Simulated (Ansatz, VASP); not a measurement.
## C: VASP beside Ansatz

```
C
1.0
     1.34155   -2.14413    0.00000
     1.34155    2.14413    0.00000
     0.00000    0.00000    7.42996
C
4
Direct
  0.08332 0.91668 0.74984
  0.58332 0.41668 0.25016
  0.91668 0.08332 0.25016
  0.41668 0.58332 0.74984
```

Change from the starting cell: volume 10.686 Å^3 an atom, stretch along a over the lengths across it, relative to the relaxed cell 1.0835.

Alike in both runs: task single point; functional PBEsol; k mesh 21 × 21 × 6; occupations gaussian, width 0.15 eV; no spin polarisation.

```csv
,VASP,Ansatz
version,VASP 6.6.1,Ansatz 0.2.0
potentials or method,"VASP PAW PBE potentials, release 64 (C), cutoff 520 eV","scalar-relativistic, plane waves, PAW"
valence electrons in the cell,16,16
```

|  | VASP | Ansatz | Ansatz less VASP |
| --- | --- | --- | --- |
| gap on the k mesh at the Fermi level (eV) | 0.14 | 0.15 | +0.001 |
| least direct gap on the mesh (eV) | 0.43 | 0.43 | -0.001 |
| pressure (GPa) | -27.4 | -27.9 | -0.48 |
| traceless stress, the component that is largest in VASP (GPa) | -39.16 | -39.31 | -0.147 |
| rms of the force components (eV/Å) | 0.173 | 0.158 | -0.0152 |

VASP's potentials were made for PBE, not for PBEsol, and Ansatz warns of the same on its side. Atom by atom the forces differ by 0.015 eV/Å (rms over components). With one functional, cell and mesh, what is left measures potentials, basis and numerics.
